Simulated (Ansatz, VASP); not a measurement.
Two plane-wave programs on Hf

INCAR

```
  ALGO = Fast
  EDIFF = 1E-6
  ENCUT = 520
  GGA = PS
  ISIF = 2
  ISMEAR = 0
  LASPH = T
  LCHARG = F
  LREAL = F
  LWAVE = F
  NBANDS = 17
  NELM = 60
  PREC = Accurate
  SIGMA = 0.15
```

The input KPOINTS:

```
k-points
0
Gamma
  18 18 10
```

The input POSCAR:

```
Hf
1.0
    3.1966985242      0.0000000000      0.0000000000
   -1.5983492621      2.7684221302      0.0000000000
    0.0000000000      0.0000000000      4.9060660000
Hf
2
Direct
    0.3333333333      0.6666666667      0.2500000000
    0.6666666667      0.3333333333      0.7500000000
```

Input for Ansatz:

```yaml
crystal:
  lattice:
    - [3.1966985242, 0.0, 0.0]
    - [-1.5983492621, 2.7684221302, 0.0]
    - [0.0, 0.0, 4.906066]
  atoms:
    - { symbol: Hf, position: [0.3333333333, 0.6666666667, 0.25] }
    - { symbol: Hf, position: [0.6666666667, 0.3333333333, 0.75] }
basis:
  ecutwfc: 420
kpoints:
  mp_grid: { grid: [18, 18, 10] }
hamiltonian:
  xc: pbesol
scf:
  occupations: { method: gaussian, width: 0.15 }
output:
  forces: true
  stress: true
  eigenvalues: true
```

Change from the starting cell: strain +0.000 along x and y, -0.030 along z, atoms carried along.

Alike in both runs: task single point; functional PBEsol; k mesh 18 × 18 × 10; occupations gaussian, width 0.15 eV; no spin polarisation.

|  | VASP | Ansatz |
| --- | --- | --- |
| version | VASP 6.6.1 | Ansatz 0.2.0 |
| potentials or method | VASP PAW PBE potentials, release 64 (Hf_pv), cutoff 520 eV | scalar-relativistic, plane waves, PAW |
| valence electrons in the cell | 20 | 52 |

VASP gave:

| Item | Value |
| --- | --- |
| gap on the k mesh at the Fermi level (eV) | none |
| pressure (GPa) | -0.7 |
| traceless stress, the component that is largest in VASP (GPa) | 2.58 |

Problem. Which values does Ansatz return?

Solution. gap on the k mesh at the Fermi level (eV): none; pressure (GPa): -0.4; traceless stress, the component that is largest in VASP (GPa): 2.64.

VASP's potentials were made for PBE, not for PBEsol. A gap of «none» marks a metal or a gap that the smearing closes. With one functional, cell and mesh, what is left measures potentials, basis and numerics. VASP's potentials hold 20 valence electrons a cell and Ansatz's 52, so a difference there can come from the potentials and not from the codes.

Spin-orbit coupling is off throughout.
